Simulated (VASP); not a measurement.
Zr3H, 4 atoms in the cell. It takes space group Im-3m (No. 229, cubic). The conventional cell has a = 5.389 Å, b = 5.389 Å, c = 5.389 Å, α = 90.00°, β = 90.00°, γ = 90.00°. Within 3.6 Å of Zr (site symmetry 4/mmm) lie 4 Zr at 2.69 Å and 2 H at 2.69 Å. Within 3.6 Å of H (site symmetry m-3m) lie 6 Zr at 2.69 Å. The cell was built from a structure type or drawn by symmetry, and may not be a known phase.

- Program: VASP 6.6.1
- Task: relaxation of cell and atoms
- Functional: PBE
- Potentials or basis: VASP PAW PBE potentials, release 64 (Zr_sv, H)
- Cutoff: 600 eV
- k mesh: 12 × 12 × 12
- Occupations: gaussian, width 0.1 eV
- Spin: no spin polarisation
- Dipole correction: no
- Further INCAR settings: ALGO = Normal; EDIFF = 1e-07; IBRION = 2; EDIFFG = -0.01; NSW = 100; ISIF = 3

Potentials or basis: VASP PAW PBE potentials, release 64 (Zr_sv, H).

Run with:

```sh
$ cat potpaw_PBE.64/Zr_sv/POTCAR potpaw_PBE.64/H/POTCAR > POTCAR
$ mpirun -np 1 vasp_std > vasp.out
```

Hardware: 1 thread of Intel Xeon 8259CL, with other jobs on the host.

**Question.** Estimate the wall time of this run.

**Answer.** It took 7.4 min on 1 thread of Intel Xeon 8259CL, with other jobs on the host, peak memory 0.33 GiB. Counts: scf iterations 23, k points 72, ion steps 2.
